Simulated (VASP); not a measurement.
# GaSbTeSe2 (P3m1) in VASP: a series of runs, part 2 of 2

VASP 6.6.1.

## Step 5: Relaxation of cell and atoms, PBE

This run uses another cell than the first one, of 30.74 Å³/atom.

INCAR reads:

```
SYSTEM = GaSbTeSe2
ALGO = Normal
EDIFF = 1E-7
EDIFFG = -0.01
ENCUT = 600
GGA = PE
IBRION = 2
ISIF = 3
ISMEAR = 0
LASPH = .TRUE.
LCHARG = .FALSE.
LREAL = .FALSE.
LWAVE = .FALSE.
NELM = 60
NSW = 100
PREC = Accurate
SIGMA = 0.1
```

KPOINTS reads:

```
k-points
0
G
  12 12 4
  0 0 0
```

POSCAR reads:

```
GaSbTeSe2
1.0
    4.0900406961      0.0000000000      0.0000000000
   -2.0450203480      3.5420791453      0.0000000000
    0.0000000000      0.0000000000     10.6108547082
Ga Sb Te Se
1 1 1 2
Direct
    0.6666666667      0.3333333333      0.3831032217
    0.3333333333      0.6666666667      0.7752077995
    0.0000000000      0.0000000000      0.9468889635
    0.3333333333      0.6666666667      0.2872662741
    0.6666666667      0.3333333333      0.6075337713
```

Potentials or basis: VASP PAW PBE potentials, release 64 (Ga_d, Sb, Te, Se).

Started as:

```
> cat potpaw_PBE.64/Ga_d/POTCAR potpaw_PBE.64/Sb/POTCAR potpaw_PBE.64/Te/POTCAR potpaw_PBE.64/Se/POTCAR > POTCAR
> mpirun -np 1 vasp_std > vasp.out
```

OUTCAR:

```text
SYSTEM = GaSbTeSe2
   EDIFF = 1E-7
   EDIFFG = -0.01
   ENCUT = 600
   GGA = PE
   IBRION = 2
   ISIF = 3
   ISMEAR = 0
   LASPH = .TRUE.
   LREAL = .FALSE.
   NELM = 60
   NSW = 100
   PREC = Accurate

 ion  position               nearest neighbor table
   1  0.667  0.333  0.383-   5 2.38   4 2.57   4 2.57   4 2.57
   2  0.333  0.667  0.775-   5 2.96   5 2.96   5 2.96   3 2.98   3 2.98   3 2.98
   3  0.000  0.000  0.947-   2 2.98   2 2.98   2 2.98
   4  0.333  0.667  0.287-   1 2.57   1 2.57   1 2.57
   5  0.667  0.333  0.608-   1 2.38   2 2.96   2 2.96   2 2.96

  LATTYP: Found a hexagonal cell.
 ALAT       =     4.0900406961
 C/A-ratio  =     2.5943151906

  Lattice vectors:

 A1 = (   4.0900406961,   0.0000000000,   0.0000000000)
 A2 = (  -2.0450203480,   3.5420791453,   0.0000000000)
 A3 = (   0.0000000000,   0.0000000000,  10.6108547082)

[... 385 lines left out ...]
  free energy    TOTEN  =       -18.78505793 eV

  energy without entropy =      -18.78395309  energy(sigma->0) =      -18.78450551

 E-fermi :   3.6843     XC(G=0):  -8.6295

 val. band max:        3.6066746135   @ k =   0.0833   0.0833   0.5000
 cond. band min:       3.7116472576   @ k =   0.0000   0.0000   0.2500
 fundamental gap:      0.1049726441
 Fermi energy:         3.6843485630

 k-point     1 :       0.0000    0.0000    0.0000
  band No.  band energies     occupation
      1     -11.9287      2.00000
      2     -11.8404      2.00000
      3     -11.8404      2.00000
      4     -11.7892      2.00000
      5     -11.7892      2.00000
      6     -10.2845      2.00000
[... 589 lines left out ...]
     21       6.0032      0.00000
     22       6.3860      0.00000

 [... further k-points ...]

------------------------ aborting loop because EDIFF is reached ----------------------------------------

  FORCE on cell =-STRESS in cart. coord.  units (eV):
  Direction    XX          YY          ZZ          XY          YZ          ZX
  --------------------------------------------------------------------------------------
  -------------------------------------------------------------------------------------
  Total        0.0056290      0.0056290      0.0021283      0.0000000      0.0000000      0.0000000
  in kB        0.0579454      0.0579454      0.0219091      0.0000000      0.0000000      0.0000000
  external PRESSURE =       0.0459333 kB  Pullay stress =       0.0000000 kB
[... 20 lines left out ...]
  FREE ENERGIE OF THE ION-ELECTRON SYSTEM (eV)
  ---------------------------------------------------
  free  energy   TOTEN  =       -18.7850579324 eV

  energy  without entropy=      -18.7839530862  energy(sigma->0) =      -18.78450551

 reached required accuracy - stopping structural energy minimisation
```

Wall time 30 min (1 thread of Intel Xeon 6975P-C (Granite Rapids), shared host); peak memory 0.64 GiB.

What came out:

```yaml
Free_energy: -18.7851 eV
Relaxed_volume: 31.13 Å³/atom
Relaxed_cell: a = 4.074 Å, b = 4.074 Å, c = 10.827 Å, α = 90.00°, β = 90.00°, γ = 120.00°
Space_group_after_relaxing_to_0.1_Å: P3m1 (No. 156)
Energy_gained_by_relaxing: 0.5 meV/atom
Ionic_steps: 26
Pressure_after_relaxing: 0.0 GPa
Largest_force_after_relaxing: 0.006 eV/Å
Band_gap_on_the_k_mesh: zero (bands 18 and 19 overlap by 0.13 eV)
```

Forces in eV/Å, atoms in the order of the input:
```
Ga   0.000  0.000  0.002
Sb   0.000  0.000 -0.001
Te   0.000  0.000  0.002
Se   0.000  0.000  0.003
Se   0.000  0.000 -0.006
```

The path:
```csv
step,energy change (eV),largest force (eV/Å),pressure (GPa),volume (Å³)
1,0.0000,0.0633,0.03,153.72
2,-0.0011,0.0568,-0.06,153.86
3,-0.0012,0.0586,-0.13,153.95
4,-0.0017,0.0188,0.02,153.41
5,-0.0017,0.0190,0.02,153.41
6,-0.0017,0.0196,0.02,153.42
7,-0.0018,0.0148,0.01,153.52
8,-0.0018,0.0152,0.00,153.58
9,-0.0018,0.0169,-0.01,153.63
10,-0.0019,0.0269,-0.02,153.75
11,-0.0019,0.0259,-0.01,153.76
12,-0.0020,0.0228,0.01,153.78
13,-0.0020,0.0164,0.05,153.81
14,-0.0020,0.0283,0.13,153.87
15,-0.0021,0.0183,0.07,153.83
16,-0.0021,0.0170,0.07,153.89
17,-0.0022,0.0219,0.05,154.06
18,-0.0022,0.0372,0.01,154.39
19,-0.0022,0.0680,-0.07,155.07
20,-0.0023,0.0474,-0.02,154.62
21,-0.0023,0.0404,-0.02,154.75
22,-0.0025,0.0255,-0.02,155.04
23,-0.0026,0.0122,-0.02,155.61
24,-0.0026,0.0109,0.00,155.59
25,-0.0026,0.0106,0.02,155.59
26,-0.0026,0.0055,0.00,155.64
```

Final structure:
```cif
data_structure
_symmetry_space_group_name_H-M 'P 1'
_symmetry_Int_Tables_number 1
_cell_length_a 4.0742
_cell_length_b 4.0742
_cell_length_c 10.8270
_cell_angle_alpha 90.000
_cell_angle_beta 90.000
_cell_angle_gamma 120.000
_cell_volume 155.64
loop_
_atom_site_label
_atom_site_type_symbol
_atom_site_fract_x
_atom_site_fract_y
_atom_site_fract_z
_atom_site_occupancy
Ga1 Ga 0.66667 0.33333 0.38711 1
Sb1 Sb 0.33333 0.66667 0.77258 1
Te1 Te 0.00000 0.00000 0.94204 1
Se1 Se 0.33333 0.66667 0.29118 1
Se2 Se 0.66667 0.33333 0.60709 1
```

Levels at points of the mesh, in eV from the Fermi level:
```csv
k point,band 16,band 17,band 18,band 19,band 20,band 21
"(0.00, 0.00, 0.00)",-1.27,-0.55,-0.55,0.11,1.58,1.97
"(0.50, 0.00, 0.00)",-2.11,-1.52,-1.03,0.82,1.71,2.61
"(0.00, 0.00, 0.50)",-0.54,-0.54,-0.36,-0.21,1.48,1.94
"(0.50, 0.00, 0.50)",-1.76,-1.29,-0.99,0.39,1.51,2.65
```

Caveat: semilocal functionals underestimate gaps, and a narrow one can read as zero; spin-orbit coupling is left out, which moves the levels of the heavy elements; this functional lacks dispersion, which binds layers or chains, so the pressure and a relaxed spacing across them are unreliable.

## Step 6: The runs side by side

| task | cell | k mesh | cutoff (eV) | gap on the mesh (eV) | pressure (GPa) | largest force (eV/Å) |
| --- | --- | --- | --- | --- | --- | --- |
| single point | a = 4.593, b = 4.593, c = 7.485 Å, angles 90.0, 90.0, 120.0°, 5 atoms, atomic positions A | 6 × 6 × 2 | 520 | none | 2.9 | 0.59 |
| single point | a = 4.090, b = 4.090, c = 10.611 Å, angles 90.0, 90.0, 120.0°, 5 atoms, atomic positions B | 6 × 6 × 2 | 520 | none | 0.1 | 0.03 |
| single point | a = 4.074, b = 4.074, c = 10.856 Å, angles 90.0, 90.0, 120.0°, 5 atoms, atomic positions C | 12 × 12 × 4 | 520 | none | 0.0 | 0.04 |
| relaxation of cell and atoms | relaxed from a = 4.090, b = 4.090, c = 10.611 Å, angles 90.0, 90.0, 120.0°, 5 atoms, atomic positions B | 12 × 12 × 4 | 600 | none | 0.0 | 0.01 |

Alike in all rows: level PBE; potentials or basis VASP PAW PBE potentials, release 64 (Ga_d, Sb, Te, Se); no spin polarisation; smearing gaussian 0.1 eV.

Caveats: some runs use coarse meshes; spin-orbit coupling is left out, which moves the levels of the heavy elements; semilocal functionals underestimate gaps, and a narrow one can read as zero (at least some runs); this functional lacks dispersion, which binds layers or chains, so the pressure and a relaxed spacing across them are unreliable (at least some runs).

Total energies depend on the potentials used, so only differences within one code and one set of settings carry meaning.

The gap in the log of VASP goes by the Fermi energy; the results here count the filled bands.